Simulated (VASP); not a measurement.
# PbSe (Fmm2) in VASP: single point with PBE

Aim: the single point of PbSe with PBE.

All numbers are computed with VASP 6.6.1; they aren't measurements. Logs are shortened: lines on timing, memory, paths and dates and some standing lists are left out, and cuts for length are marked.

## (1) The cell of the first run

The structure is orthorhombic, space group Fmm2 (No. 42). The conventional cell has a = 6.029 Å, b = 23.203 Å, c = 6.043 Å, α = 90.00°, β = 90.00°, γ = 90.00°. Within 3.6 Å of Pb (site symmetry m) lie 5 Se at 2.74 to 3.10 Å. Within 3.6 Å of Se (site symmetry m) lie 5 Pb at 2.74 to 3.10 Å.

## (2) Single point, PBE (functional PBE, strained)

Input file INCAR:

```
  PREC = Accurate
  ENCUT = 520
  EDIFF = 1E-6
  ISMEAR = 0
  SIGMA = 0.02
  LREAL = False
  LASPH = True
  NELM = 100
  ALGO = Normal
  ISIF = 2
  LWAVE = False
  LCHARG = True
  GGA = PE
  LELF = True
  LVHAR = True
  NBANDS = 28
```

Input file KPOINTS:

```
Automatic mesh
0
Gamma
  6 6 6
```

Input file POSCAR:

```
PbSe
1.0
    0.0000000000     11.6012924013      3.0213960358
    3.0143477532      0.0000000000      3.0213960358
    3.0143477532     11.6012924013      0.0000000000
Pb Se
2 2
Direct
    0.1907300000      0.8052670000      0.1947330000
    0.8052670000      0.1907300000      0.8092700000
    0.6744230000      0.2955810000      0.7044190000
    0.2955810000      0.6744230000      0.3255770000
```

Potentials or basis: VASP PAW PBE potentials, release 64 (Pb_d, Se).

On the command line:

```sh
$ cat potpaw_PBE.64/Pb_d/POTCAR potpaw_PBE.64/Se/POTCAR > POTCAR
$ mpirun -np 1 vasp_std > vasp.out
```

OUTCAR:

```text
PREC = Accurate
   ENCUT = 520
   EDIFF = 1E-6
   ISMEAR = 0
   LREAL = False
   LASPH = True
   NELM = 100
   ISIF = 2
   GGA = PE

 ion  position               nearest neighbor table
   1  0.191  0.805  0.195-   4 2.74   3 2.94   3 3.02   3 3.02   3 3.10   2 4.02   2 4.02   2 4.02
                             2 4.02
   2  0.805  0.191  0.809-   3 2.74   4 2.94   4 3.02   4 3.02   4 3.10   1 4.02   1 4.02   1 4.02
                             1 4.02
   3  0.674  0.296  0.704-   2 2.74   1 2.94   1 3.02   1 3.02   1 3.10
   4  0.296  0.674  0.326-   1 2.74   2 2.94   2 3.02   2 3.02   2 3.10

  LATTYP: Found a face centered orthorhombic cell.
 ALAT       =     6.0286955064
 B/A-ratio  =     1.0023382447
 C/A-ratio  =     3.8486907786

  Lattice vectors:

 A1 = (  -0.0000000000,  11.6012924013,   3.0213960358)
 A2 = (  -3.0143477532,  11.6012924013,   0.0000000000)
 A3 = (  -3.0143477532,   0.0000000000,   3.0213960358)

Analysis of symmetry for initial positions (statically):
=====================================================================
 Subroutine PRICEL returns:
 Original cell was already a primitive cell.

 Routine SETGRP: Setting up the symmetry group for a
 face centered orthorhombic supercell.

 Subroutine GETGRP returns: Found  4 space group operations
 (whereof  4 operations were pure point group operations)
 out of a pool of  8 trial point group operations.

The static configuration has the point symmetry C_2v.

Analysis of symmetry for dynamics (positions and initial velocities):
=====================================================================
 Subroutine PRICEL returns:
 Original cell was already a primitive cell.

 Routine SETGRP: Setting up the symmetry group for a
 face centered orthorhombic supercell.

 Subroutine GETGRP returns: Found  4 space group operations
 (whereof  4 operations were pure point group operations)
 out of a pool of  8 trial point group operations.

The dynamic configuration has the point symmetry C_2v.

 Subroutine INISYM returns: Found  4 space group operations
 (whereof  4 operations are pure point group operations),
 and found     1 'primitive' translations

----------------------------------------------------------------------------------------

                                     Primitive cell

  volume of cell :     211.3184

  direct lattice vectors                    reciprocal lattice vectors
     0.000000000 11.601292401  3.021396036    -0.165873363  0.043098646  0.165486416
     3.014347753  0.000000000  3.021396036     0.165873363 -0.043098646  0.165486416
     3.014347753 11.601292401  0.000000000     0.165873363  0.043098646 -0.165486416

  length of vectors
    11.988278416  4.267918273 11.986503984     0.238237738  0.238237738  0.238237738

  position of ions in fractional coordinates (direct lattice)
     0.190730000  0.805267000  0.194733000
     0.805267000  0.190730000  0.809270000
     0.674423000  0.295581000  0.704419000
     0.295581000  0.674423000  0.325577000

  ion indices of the primitive-cell ions
   primitive index   ion index
                 1           1
                 2           2
                 3           3
                 4           4

----------------------------------------------------------------------------------------

 KPOINTS: Automatic mesh

Automatic generation of k-mesh.
 Grid dimensions read from file:
 generate k-points for:    6    6    6

 Generating k-lattice:

  Cartesian coordinates                     Fractional coordinates (reciprocal lattice)
    -0.027645561  0.007183108  0.027581069     0.166666667  0.000000000  0.000000000
     0.027645561 -0.007183108  0.027581069     0.000000000  0.166666667  0.000000000
     0.027645561  0.007183108 -0.027581069     0.000000000  0.000000000  0.166666667

  Length of vectors
     0.039706290  0.039706290  0.039706290

  Shift w.r.t. Gamma in fractional coordinates (k-lattice)
     0.000000000  0.000000000  0.000000000

 Subroutine IBZKPT returns following result:
 ===========================================

 Found     46 irreducible k-points:

 Following reciprocal coordinates:
            Coordinates               Weight
  0.000000  0.000000  0.000000      1.000000
  0.166667 -0.000000 -0.000000      8.000000
  0.333333 -0.000000  0.000000      8.000000
  0.500000 -0.000000 -0.000000      4.000000
  0.166667  0.166667  0.000000      2.000000
  0.333333  0.166667  0.000000      8.000000
[... 16 lines left out ...]
 -0.166667  0.166667  0.166667      8.000000
  0.500000  0.333333  0.166667      4.000000
 [... further k-points ...]
   k-points           NKPTS =     46   k-points in BZ     NKDIM =     46   number of bands    NBANDS=     28
   number of dos      NEDOS =    301   number of ions     NIONS =      4
   total plane-waves  NPLWV = 259200
   dimension x,y,z NGX =    90 NGY =   32 NGZ =   90
   dimension x,y,z NGXF=   180 NGYF=   64 NGZF=  180
   ions per type =               2   2
   NGX,Y,Z   is equivalent  to a cutoff of  12.48, 12.46, 12.48 a.u.
   NGXF,Y,Z  is equivalent  to a cutoff of  24.96, 24.93, 24.96 a.u.
 SYSTEM =  unknown system
   PREC   = accura    normal or accurate (medium, high low for compatibility)
   ISTART =      0    job   : 0-new  1-cont  2-samecut
   ICHARG =      2    charge: 1-file 2-atom 10-const
   ISPIN  =      1    spin polarized calculation?
   LNONCOLLINEAR =      F non collinear calculations
   LSORBIT =      F    spin-orbit coupling
   LASPH  =      T    aspherical Exc in radial PAW
   ENCUT  =  520.0 eV  38.22 Ry    6.18 a.u.  22.29  7.94 22.29*2*pi/ulx,y,z
   NELM   =    100;   NELMIN=  2; NELMDL= -5     # of ELM steps
   EDIFF  = 0.1E-05   stopping-criterion for ELM
   LREAL  =      F    real-space projection
   EDIFFG = 0.1E-04   stopping-criterion for IOM
   NSW    =      0    number of steps for IOM
   IBRION =     -1    ionic relax: 0-MD 1-quasi-New 2-CG
   NFREE  =      0    steps in history (QN), initial steepest desc. (CG)
   ISIF   =      2    stress and relaxation
   ISYM   =      2    0-nonsym 1-usesym 2-fastsym
   POTIM  = 0.5000    time-step for ionic-motion
   TEBEG  =    0.0;   TEEND  =   0.0 temperature during run
   PSTRESS=    0.0 pullay stress
   NELECT =      40.0000    total number of electrons
   NUPDOWN=      -1.0000    fix difference up-down
   EMIN   =  10.00;   EMAX   =-10.00  energy-range for DOS
   EFERMI =   0.00;   METHOD = LEGACY
   ISMEAR =     0;   SIGMA  =   0.02  broadening in eV -4-tet -1-fermi 0-gaus
   EFERMI_NEDOS =   21; number of points for ismear=-14 and -15
   IALGO  =     38    algorithm
   IMIX   =      4    mixing-type and parameters
     AMIX     =   0.40;   BMIX     =  1.00
     AMIX_MAG =   1.60;   BMIX_MAG =  1.00
  volume/ion in A,a.u.               =      52.83       356.51
  Fermi-wavevector in a.u.,A,eV,Ry     =   0.939974  1.776293 12.021435  0.883551
  Thomas-Fermi vector in A             =   2.067339
   LORBIT       =      0    0 simple, 1 ext, 2 COOP (PROOUT), +10 PAW based schemes
   GGA     = PE    functional components
   LHFCALC =     F    Hartree Fock is set to
   AEXX    =    0.0000 exact exchange contribution
   IVDW    =     0    specifies the selected vdW correction
   LEPSILON=     F    determine dielectric tensor
   LRPA    =     F    only Hartree local field effects (RPA)
 non-spin polarized calculation
 Gauss-broadening in eV      SIGMA  =   0.02
  energy-cutoff  :      520.00
  volume of cell :      211.32
 maximum number of plane-waves:      5727
 NGX is ok and might be reduce to    90
   NGX = 45   NGY = 15   NGZ = 45

 number of electron      40.0000002 magnetization

 Free energy of the ion-electron system (eV)
  ---------------------------------------------------
  ext. energy  EPLUGINS =         0.00000000
  ---------------------------------------------------
  free energy    TOTEN  =       -15.92555420 eV

  energy without entropy =      -15.92555420  energy(sigma->0) =      -15.92555420

 E-fermi :   0.5261     XC(G=0):  -5.8880

 val. band max:        0.3992691998   @ k =  -0.3333   0.0000   0.1667
 cond. band min:       2.1041486275   @ k =  -0.3333   0.0000   0.1667
 fundamental gap:      1.7048794278
 Fermi energy:         0.5260875079

 k-point     1 :       0.0000    0.0000    0.0000
  band No.  band energies     occupation
      1     -16.0719      2.00000
      2     -15.9105      2.00000
      3     -15.9053      2.00000
      4     -15.8898      2.00000
      5     -15.8855      2.00000
      6     -15.8850      2.00000
[... 20 lines left out ...]
     27       6.4478      0.00000
     28       6.5326      0.00000

 k-point     2 :       0.1667   -0.0000   -0.0000
  band No.  band energies     occupation
      1     -16.0521      2.00000
      2     -15.9081      2.00000
      3     -15.9033      2.00000
      4     -15.8986      2.00000
      5     -15.8909      2.00000
      6     -15.8829      2.00000
[... 20 lines left out ...]
     27       5.6073      0.00000
     28       6.3820      0.00000

 k-point     3 :       0.3333   -0.0000    0.0000
  band No.  band energies     occupation
      1     -16.0056      2.00000
      2     -15.9246      2.00000
      3     -15.9132      2.00000
      4     -15.9074      2.00000
      5     -15.8924      2.00000
      6     -15.8733      2.00000
[... 20 lines left out ...]
     27       5.3045      0.00000
     28       7.0573      0.00000

 k-point     4 :       0.5000   -0.0000   -0.0000
  band No.  band energies     occupation
      1     -15.9579      2.00000
      2     -15.9579      2.00000
      3     -15.9180      2.00000
      4     -15.9180      2.00000
      5     -15.8830      2.00000
      6     -15.8830      2.00000
[... 578 lines left out ...]
     27       6.2426      0.00000
     28       6.7496      0.00000

 k-point    23 :      -0.1667    0.1667    0.1667
  band No.  band energies     occupation
      1     -16.0112      2.00000
      2     -15.9524      2.00000
      3     -15.9055      2.00000
      4     -15.9044      2.00000
      5     -15.8931      2.00000
      6     -15.8705      2.00000
[... 20 lines left out ...]
     27       5.4602      0.00000
     28       6.8731      0.00000

 k-point    24 :       0.5000    0.3333    0.1667
  band No.  band energies     occupation
      1     -16.0276      2.00000
      2     -16.0013      2.00000
      3     -15.9016      2.00000
      4     -15.9011      2.00000
      5     -15.8952      2.00000
      6     -15.8727      2.00000
[... 20 lines left out ...]
     27       6.0519      0.00000
     28       6.8932      0.00000

 [... further k-points ...]
[... 5 lines left out ...]
  --------------------------------------------------------------------------------------
  -------------------------------------------------------------------------------------
  Total        3.9484341      3.2248762      3.9089666      0.0000000      0.0000000      0.0000000
  in kB       29.9362980     24.4504160     29.6370629      0.0000000      0.0000000      0.0000000
  external PRESSURE =      28.0079257 kB  Pullay stress =       0.0000000 kB

 VOLUME and BASIS-vectors are now :
 -----------------------------------------------------------------------------
  energy-cutoff  :      520.00
  volume of cell :      211.32
      direct lattice vectors                 reciprocal lattice vectors
     0.000000000 11.601292401  3.021396036    -0.165873363  0.043098646  0.165486416
     3.014347753  0.000000000  3.021396036     0.165873363 -0.043098646  0.165486416
     3.014347753 11.601292401  0.000000000     0.165873363  0.043098646 -0.165486416

 POSITION                                       TOTAL-FORCE (eV/Angst)
 -----------------------------------------------------------------------------------
      3.01435      4.47187      3.00930         0.000000     -0.650656     -0.100002
      3.01435     18.73072      3.00930         0.000000      0.650656     -0.100002
      3.01435     15.99635      2.93077         0.000000     -0.542607      0.100002
      3.01435      7.20624      2.93077         0.000000      0.542607      0.100002
 -----------------------------------------------------------------------------------
    total drift:                               -0.000014      0.000001     -0.000016

  FREE ENERGIE OF THE ION-ELECTRON SYSTEM (eV)
  ---------------------------------------------------
  free  energy   TOTEN  =       -15.9255541995 eV

  energy  without entropy=      -15.9255541995  energy(sigma->0) =      -15.92555420
```

Run time: 11 min. Hardware: 1 thread of Intel Xeon Platinum 8375C at 2.90GHz (Ice Lake), shared host; peak memory 0.69 GiB.

Results:

* Free energy: -15.9256 eV
* Pressure: 2.8 GPa
* Largest force: 0.658 eV/Å
* Band gap on the k mesh: 1.70 eV, direct

Forces in eV/Å, atoms in the order of the input:
```
Pb   0.000 -0.651 -0.100
Pb   0.000  0.651 -0.100
Se   0.000 -0.543  0.100
Se   0.000  0.543  0.100
```

Caveat: the cell differs from its parent crystal (functional PBE, strained); spin-orbit coupling is left out, which moves the levels of the heavy elements.
